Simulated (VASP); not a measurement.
A run of VASP 6.6.1 is set up as follows.

POSCAR

```
CdTe
1.0
    0.0000000000      3.2821135600      3.2821135600
    3.2821135600      0.0000000000      3.2821135600
    3.2821135600      3.2821135600      0.0000000000
Cd Te
1 1
Direct
    0.0000000000      0.0000000000      0.0000000000
    0.7500000000      0.7500000000      0.7500000000
```

The input INCAR.step1:

```
SYSTEM = CdTe
ALGO = Normal
EDIFF = 1E-5
ENCUT = 520
GGA = PE
ISIF = 2
ISMEAR = 0
LASPH = .TRUE.
LCHARG = .FALSE.
LREAL = .FALSE.
LWAVE = .TRUE.
NBANDS = 16
NELM = 60
PREC = Accurate
SIGMA = 0.1
```

File INCAR.step2:

```
SYSTEM = CdTe
ALGO = Normal
EDIFF = 1E-6
ENCUT = 520
GGA = PE
HFSCREEN = 0.2079
ISIF = 2
ISMEAR = 0
ISTART = 1
LASPH = .TRUE.
LCHARG = .FALSE.
LHFCALC = .TRUE.
LREAL = .FALSE.
LWAVE = .FALSE.
NBANDS = 16
NELM = 60
PREC = Accurate
PRECFOCK = Normal
SIGMA = 0.1
```

Contents of KPOINTS:

```
k-points
0
G
  6 6 6
  0 0 0
```

Potentials or basis: VASP PAW PBE potentials, release 64 (Cd, Te).

Command:

```bash
$ cat potpaw_PBE.64/Cd/POTCAR potpaw_PBE.64/Te/POTCAR > POTCAR
$ cp INCAR.step1 INCAR
$ mpirun -np 1 vasp_std > vasp.out
$ cp INCAR.step2 INCAR
$ mpirun -np 1 vasp_std > vasp.out
```

Estimate the pressure.

-0.1 GPa.

Predict the band gap on the k mesh.

1.42 eV.

Caveat: the PAW data sets were made with another functional, which shifts forces and pressure a little; spin-orbit coupling is left out, which moves the levels of the heavy elements.
